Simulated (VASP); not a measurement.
Wanted: the native input for a VASP 6.6.1 run.

```yaml
Task: relaxation of cell and atoms
Functional: PBE
Potentials_or_basis: VASP PAW PBE potentials, release 64 (Na_pv)
Cutoff: 600 eV
k_mesh: 5 × 5 × 5
Occupations: fermi-dirac, width 0.1 eV
Spin: no spin polarisation
Dipole_correction: no
Further_INCAR_settings: ALGO = Normal; EDIFF = 1e-07; IBRION = 2; EDIFFG = -0.02; NSW = 60; ISIF = 3
```

The structure of Na lies in POSCAR:

```
Na
1.0
    0.0000000000      3.7100000000      3.7100000000
    3.7100000000      0.0000000000      3.7100000000
    3.7100000000      3.7100000000      0.0000000000
Na
2
Direct
    0.0000000000      0.0000000000      0.0000000000
    0.2500000000      0.2500000000      0.2500000000
```

This isn't the form of Na at room conditions, which is bcc.

One way to write it, as run:

INCAR

```
SYSTEM = Na
ALGO = Normal ; EDIFF = 1E-7
EDIFFG = -0.02 ; ENCUT = 600
GGA = PE ; IBRION = 2
ISIF = 3 ; ISMEAR = -1
LASPH = .True. ; LCHARG = .False.
LREAL = .False. ; LWAVE = .False.
NELM = 80 ; NSW = 60
PREC = Accurate ; SIGMA = 0.1
```

KPOINTS

```
k-points
0
Gamma
  5 5 5
  0 0 0
```

Potentials or basis: VASP PAW PBE potentials, release 64 (Na_pv).

Launch:

```sh
$ cat potpaw_PBE.64/Na_pv/POTCAR > POTCAR
$ mpirun -np 1 vasp_std > vasp.out
```

Results of the run:

```yaml
Relaxed_volume: 54.56 Å³/atom
Relaxed_cell: a = 5.364 Å, b = 5.364 Å, c = 5.364 Å, α = 60.00°, β = 60.00°, γ = 60.00°
Space_group_after_relaxing_to_0.1_Å: Fd-3m (No. 227)
Energy_gained_by_relaxing: 2.0 meV/atom
Ionic_steps: 5
Pressure_after_relaxing: 0.0 GPa
Band_gap_on_the_k_mesh: zero (bands 7 and 8 overlap by 0.06 eV)
```

Run time: 110 s on 1 thread of AMD EPYC 7R13 (shared host), peak memory 0.21 GiB.
